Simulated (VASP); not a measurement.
Runs of VASP 6.6.1 on Sr3Cl4. The structure is that of space group Pm-3m (No. 221), or close to it. The cells are those of the table. The cell was built from a structure type or drawn by symmetry, and may not be a known phase.

| task | cell | cutoff (eV) | smearing | gap on the mesh (eV) | pressure (GPa) |
| --- | --- | --- | --- | --- | --- |
| single point | a = 5.344 Å, 7 atoms | 520 | gaussian 0.1 eV | none | 21.1 |
| single point | a = 5.972 Å, 7 atoms | 520 | gaussian 0.2 eV | none | -0.1 |
| relaxation of cell and atoms | relaxed from a = 5.344 Å, 7 atoms | 600 | gaussian 0.1 eV | none | -0.2 |
| single point | a = 5.941 Å, 7 atoms | 520 | gaussian 0.1 eV | none | (a) |

Alike in all rows: potentials or basis VASP PAW PBE potentials, release 64 (Sr_sv, Cl); no spin polarisation.

**Question.** Fill in the values left out.

**Answer.** (a) 0.2.

Caveats: the cell stands under pressure (at least some runs).

A k mesh can miss the band edges, and the runs leave out spin-orbit coupling on Sr.

A gap of «none» marks levels without a gap at the run's occupations.
